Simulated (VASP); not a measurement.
# FeO (R-3m) in VASP: a series of runs, part 2 of 2

VASP 6.6.1.

## 3. Single point, RPBE, collinear spin, ferromagnetic start

File INCAR:

```
PREC = Accurate
ENCUT = 520
EDIFF = 1E-6
ISMEAR = 0
SIGMA = 0.1
LREAL = False
LASPH = True
NELM = 150
ALGO = Normal
ISIF = 2
LWAVE = False
LCHARG = False
ISPIN = 2
MAGMOM = 3 0
LORBIT = 11
LMAXMIX = 4
GGA = RP
NBANDS = 18
```

File KPOINTS:

```
regular mesh
0
Gamma
  11 11 11
```

File POSCAR:

```
FeO
1.0
    1.5188209023      0.8768916568      2.5195772846
   -1.5188209023      0.8768916568      2.5195772846
    0.0000000000     -1.7537833136      2.5195772846
Fe O
1 1
Direct
    0.0000000000      0.0000000000      0.0000000000
    0.5000000000      0.5000000000      0.5000000000
```

Potentials or basis: VASP PAW PBE potentials, release 64 (Fe, O).

Started as:

```sh
$ cat potpaw_PBE.64/Fe/POTCAR potpaw_PBE.64/O/POTCAR > POTCAR
$ mpirun -np 1 vasp_std > vasp.out
```

OUTCAR:

```text
PREC = Accurate
   ENCUT = 520
   EDIFF = 1E-6
   ISMEAR = 0
   LREAL = False
   LASPH = True
   NELM = 150
   ISIF = 2
   ISPIN = 2
   LORBIT = 11
   GGA = RP

 ion  position               nearest neighbor table
   1  0.000  0.000  0.000-   2 2.16   2 2.16   2 2.16   2 2.16   2 2.16   2 2.16
   2  0.500  0.500  0.500-   1 2.16   1 2.16   1 2.16   1 2.16   1 2.16   1 2.16

  LATTYP: Found a trigonal (rhomboedric) cell.
 ALAT       =     3.0698575869
 COS(alpha) =     0.5104391626

  Lattice vectors:

 A1 = (   1.5188209023,   0.8768916568,   2.5195772846)
 A2 = (  -1.5188209023,   0.8768916568,   2.5195772846)
 A3 = (   0.0000000000,  -1.7537833136,   2.5195772846)

Analysis of symmetry for initial positions (statically):
=====================================================================
 Subroutine PRICEL returns:
 Original cell was already a primitive cell.

 Routine SETGRP: Setting up the symmetry group for a
 trigonal (rhombohedral) supercell.

 Subroutine GETGRP returns: Found 12 space group operations
 (whereof 12 operations were pure point group operations)
 out of a pool of 12 trial point group operations.

The static configuration has the point symmetry D_3d.

Analysis of symmetry for dynamics (positions and initial velocities):
=====================================================================
 Subroutine PRICEL returns:
 Original cell was already a primitive cell.

 Routine SETGRP: Setting up the symmetry group for a
 trigonal (rhombohedral) supercell.

 Subroutine GETGRP returns: Found 12 space group operations
 (whereof 12 operations were pure point group operations)
 out of a pool of 12 trial point group operations.

The dynamic configuration has the point symmetry D_3d.

Analysis of structural, dynamic, and magnetic symmetry:
=====================================================================
 Subroutine PRICEL returns:
 Original cell was already a primitive cell.

 Routine SETGRP: Setting up the symmetry group for a
 trigonal (rhombohedral) supercell.

 Subroutine GETGRP returns: Found 12 space group operations
 (whereof 12 operations were pure point group operations)
 out of a pool of 12 trial point group operations.

The overall configuration has the point symmetry D_3d.

 Subroutine INISYM returns: Found 12 space group operations
 (whereof 12 operations are pure point group operations),
 and found     1 'primitive' translations

----------------------------------------------------------------------------------------

                                     Primitive cell

  volume of cell :      20.1341

  direct lattice vectors                    reciprocal lattice vectors
     1.518820902  0.876891657  2.519577285     0.329202738  0.190065290  0.132297324
    -1.518820902  0.876891657  2.519577285    -0.329202738  0.190065290  0.132297324
     0.000000000 -1.753783314  2.519577285     0.000000000 -0.380130579  0.132297324

  length of vectors
     3.069857587  3.069857587  3.069857587     0.402494521  0.402494521  0.402494521

  position of ions in fractional coordinates (direct lattice)
     0.000000000  0.000000000  0.000000000
     0.500000000  0.500000000  0.500000000

  ion indices of the primitive-cell ions
   primitive index   ion index
                 1           1
                 2           2

----------------------------------------------------------------------------------------

[... 65 lines left out ...]
   LSORBIT =      F    spin-orbit coupling
   LASPH  =      T    aspherical Exc in radial PAW
   ENCUT  =  520.0 eV  38.22 Ry    6.18 a.u.   5.71  5.71  5.71*2*pi/ulx,y,z
   NELM   =    150;   NELMIN=  2; NELMDL= -5     # of ELM steps
   EDIFF  = 0.1E-05   stopping-criterion for ELM
   LREAL  =      F    real-space projection
   EDIFFG = 0.1E-04   stopping-criterion for IOM
   NSW    =      0    number of steps for IOM
   IBRION =     -1    ionic relax: 0-MD 1-quasi-New 2-CG
   NFREE  =      0    steps in history (QN), initial steepest desc. (CG)
   ISIF   =      2    stress and relaxation
   ISYM   =      2    0-nonsym 1-usesym 2-fastsym
   POTIM  = 0.5000    time-step for ionic-motion
   TEBEG  =    0.0;   TEEND  =   0.0 temperature during run
   PSTRESS=    0.0 pullay stress
   NELECT =      14.0000    total number of electrons
   NUPDOWN=      -1.0000    fix difference up-down
   EMIN   =  10.00;   EMAX   =-10.00  energy-range for DOS
   EFERMI =   0.00;   METHOD = LEGACY
   ISMEAR =     0;   SIGMA  =   0.10  broadening in eV -4-tet -1-fermi 0-gaus
   EFERMI_NEDOS =   21; number of points for ismear=-14 and -15
   IALGO  =     38    algorithm
   IMIX   =      4    mixing-type and parameters
     AMIX     =   0.40;   BMIX     =  1.00
     AMIX_MAG =   1.60;   BMIX_MAG =  1.00
  volume/ion in A,a.u.               =      10.07        67.94
  Fermi-wavevector in a.u.,A,eV,Ry     =   1.450353  2.740770 28.620176  2.103524
  Thomas-Fermi vector in A             =   2.567975
   LORBIT       =     11    0 simple, 1 ext, 2 COOP (PROOUT), +10 PAW based schemes
   GGA     = RP    functional components
   LHFCALC =     F    Hartree Fock is set to
   AEXX    =    0.0000 exact exchange contribution
   IVDW    =     0    specifies the selected vdW correction
   LEPSILON=     F    determine dielectric tensor
   LRPA    =     F    only Hartree local field effects (RPA)
 spin polarized calculation
 Gauss-broadening in eV      SIGMA  =   0.10
  energy-cutoff  :      520.00
  volume of cell :       20.13
 maximum number of plane-waves:       556
   NGX = 11   NGY = 11   NGZ = 11

 number of electron      13.9999999 magnetization       4.0001032

 Free energy of the ion-electron system (eV)
  ---------------------------------------------------
  ext. energy  EPLUGINS =         0.00000000
  ---------------------------------------------------
  free energy    TOTEN  =       -14.12563419 eV

  energy without entropy =      -14.11822152  energy(sigma->0) =      -14.12192785

 E-fermi :   6.3321     XC(G=0): -11.9747

 val. band max:        6.3301623754   @ k =  -0.4545   0.1818  -0.0000
 cond. band min:       6.3390595038   @ k =   0.4545   0.1818   0.1818
 fundamental gap:      0.0088971284
 Fermi energy:         6.3320964245

 spin component 1

 k-point     1 :       0.0000    0.0000    0.0000
  band No.  band energies     occupation
      1     -14.4577      1.00000
      2       2.3487      1.00000
      3       2.4114      1.00000
      4       2.4114      1.00000
      5       2.4578      1.00000
      6       2.5566      1.00000
[... 493 lines left out ...]
     17      32.9664      0.00000
     18      34.6848      0.00000

 [... further k-points ...]

 spin component 2

 k-point     1 :       0.0000    0.0000    0.0000
  band No.  band energies     occupation
      1     -13.9337      1.00000
      2       3.0120      1.00000
      3       3.1141      1.00000
      4       3.1141      1.00000
      5       5.5518      1.00000
      6       5.6361      1.00000
[... 493 lines left out ...]
     17      33.7915      0.00000
     18      35.3590      0.00000

 [... further k-points ...]

------------------------ aborting loop because EDIFF is reached ----------------------------------------

  FORCE on cell =-STRESS in cart. coord.  units (eV):
  Direction    XX          YY          ZZ          XY          YZ          ZX
  --------------------------------------------------------------------------------------
  -------------------------------------------------------------------------------------
  Total        0.5786258      0.5786258      0.4618150      0.0000000      0.0000000      0.0000000
  in kB       46.0444157     46.0444157     36.7491378      0.0000000      0.0000000      0.0000000
  external PRESSURE =      42.9459898 kB  Pullay stress =       0.0000000 kB

 VOLUME and BASIS-vectors are now :
 -----------------------------------------------------------------------------
  energy-cutoff  :      520.00
  volume of cell :       20.13
      direct lattice vectors                 reciprocal lattice vectors
     1.518820902  0.876891657  2.519577285     0.329202738  0.190065290  0.132297324
    -1.518820902  0.876891657  2.519577285    -0.329202738  0.190065290  0.132297324
     0.000000000 -1.753783314  2.519577285     0.000000000 -0.380130579  0.132297324

 POSITION                                       TOTAL-FORCE (eV/Angst)
 -----------------------------------------------------------------------------------
      0.00000      0.00000      0.00000         0.000000      0.000000      0.000000
      0.00000      0.00000      3.77937         0.000000     -0.000000      0.000000
 -----------------------------------------------------------------------------------
    total drift:                               -0.000000      0.000000     -0.000000

  FREE ENERGIE OF THE ION-ELECTRON SYSTEM (eV)
  ---------------------------------------------------
  free  energy   TOTEN  =       -14.1256341886 eV

  energy  without entropy=      -14.1182215172  energy(sigma->0) =      -14.12192785

 total charge

# of ion       s       p       d       tot
------------------------------------------
    1        0.283   0.352   6.075   6.710
    2        1.561   3.445   0.000   5.006
--------------------------------------------------
tot          1.844   3.797   6.075  11.716

 magnetization (x)

# of ion       s       p       d       tot
------------------------------------------
    1        0.026   0.020   3.582   3.628
    2        0.029   0.269   0.000   0.298
--------------------------------------------------
tot          0.055   0.289   3.582   3.926
```

OSZICAR:

```text
N       E                     dE             d eps       ncg     rms          rms(c)
DAV:   1     0.689571216898E+02    0.68957E+02   -0.67168E+03 11338   0.905E+02
DAV:   2    -0.120860655794E+02   -0.81043E+02   -0.69199E+02 10842   0.204E+02
DAV:   3    -0.164873116358E+02   -0.44012E+01   -0.42966E+01 12348   0.511E+01
DAV:   4    -0.165188288380E+02   -0.31517E-01   -0.31502E-01 12680   0.413E+00
DAV:   5    -0.165190480968E+02   -0.21926E-03   -0.21925E-03 12710   0.357E-01    0.177E+01
DAV:   6    -0.146809573909E+02    0.18381E+01   -0.14748E+01 14208   0.551E+01    0.204E+01
DAV:   7    -0.141481372130E+02    0.53282E+00   -0.25283E+00 13474   0.309E+01    0.957E+00
DAV:   8    -0.141405014210E+02    0.76358E-02   -0.14606E-01 12566   0.327E+00    0.537E+00
DAV:   9    -0.141261957341E+02    0.14306E-01   -0.44318E-02 16190   0.309E+00    0.788E-01
DAV:  10    -0.141253623172E+02    0.83342E-03   -0.10189E-02 13866   0.203E+00    0.130E-01
DAV:  11    -0.141255888382E+02   -0.22652E-03   -0.14936E-03 13552   0.351E-01    0.655E-02
DAV:  12    -0.141256065311E+02   -0.17693E-04   -0.43533E-05 14868   0.834E-02    0.400E-02
DAV:  13    -0.141256332250E+02   -0.26694E-04   -0.33933E-05 13946   0.576E-02    0.140E-02
DAV:  14    -0.141256341886E+02   -0.96362E-06   -0.25281E-06 12288   0.157E-02
   1 F= -.14125634E+02 E0= -.14121928E+02  d E =-.741267E-02  mag=     4.0000
```

Wall time 54 s (1 thread of Intel Xeon Platinum 8488C (Sapphire Rapids), shared host); peak memory 0.21 GiB.

What came out:

```
Free energy                                           : -14.1256 eV
Pressure                                              : 4.3 GPa
Band gap on the k mesh                                : zero (filled and empty bands overlap)
Net moment                                            : 4.00 μB per cell
Site moments                                          : Fe +3.63; O +0.30 μB
Valence electrons inside the program's atomic spheres : Fe 6.71; O 5.01
```

Stress tensor (GPa, compression positive):
```
4.60 0.00 0.00
0.00 4.60 0.00
0.00 0.00 3.67
```

Caveat: the cell stands under pressure; the PAW data sets were made with another functional, which shifts forces and pressure a little; a cell with one magnetic atom can't hold antiferromagnetic order, which such compounds often take; semilocal functionals often make such compounds metallic where correlation or magnetic order opens a gap, which also shifts bond lengths. With open d or f shells a metallic result of RPBE can be an artefact of self-interaction; +U or a hybrid may open a gap.

## 4. Single point, PBE, collinear spin, ferromagnetic start

File INCAR:

```
  PREC = Accurate
  ENCUT = 520
  EDIFF = 1E-6
  ISMEAR = 0
  SIGMA = 0.05
  LREAL = F
  LASPH = T
  NELM = 150
  ALGO = Normal
  ISIF = 2
  LWAVE = F
  LCHARG = F
  ISPIN = 2
  MAGMOM = 3 0
  LORBIT = 11
  LMAXMIX = 4
  GGA = PE
  NBANDS = 18
```

KPOINTS is that of step 3.

File POSCAR:

```
FeO
1.0
    3.0698575900      0.0000000000      0.0000000000
    1.5669755375      2.6398131160      0.0000000000
    1.5669755375      0.8921008073      2.4845058738
Fe O
1 1
Direct
    0.0000000000      0.0000000000      0.0000000000
    0.5000000000      0.5000000000      0.5000000000
```

Started as:

```sh
$ cat potpaw_PBE.64/Fe/POTCAR potpaw_PBE.64/O/POTCAR > POTCAR
$ mpirun -np 1 vasp_std > vasp.out
```

Run time: 55 s. Hardware: 1 thread of Intel Xeon Platinum 8488C (Sapphire Rapids), shared host; peak memory 0.21 GiB.

It converged, with:

```yaml
Free_energy: -14.9297 eV
Pressure: -1.2 GPa
Band_gap_on_the_k_mesh: zero (filled and empty bands overlap)
Net_moment: 4.00 μB per cell
Site_moments: Fe +3.62; O +0.30 μB
Valence_electrons_inside_the_program's_atomic_spheres: Fe 6.72; O 4.99
```

Stress tensor (GPa, compression positive):
```
-1.52 -0.34 -0.24
-0.34 -1.12 -0.14
-0.24 -0.14 -1.02
```

Levels at points of the mesh, in eV from the Fermi level:
Spin up:
| k point | band 7 | band 8 | band 9 | band 10 | band 11 | band 12 |
| --- | --- | --- | --- | --- | --- | --- |
| (0.00, 0.00, 0.00) | -3.74 | -3.68 | -3.68 | 0.06 | 15.45 | 16.72 |
Spin down:
```tsv
k point	band 2	band 3	band 4	band 5	band 6	band 7	band 8	band 9
(0.00, 0.00, 0.00)	-3.29	-3.19	-3.19	-0.79	-0.70	-0.70	0.20	0.20
```

Caveat: a cell with one magnetic atom can't hold antiferromagnetic order, which such compounds often take; semilocal functionals often make such compounds metallic where correlation or magnetic order opens a gap, which also shifts bond lengths. With open d or f shells a metallic result of PBE can be an artefact of self-interaction; +U or a hybrid may open a gap.
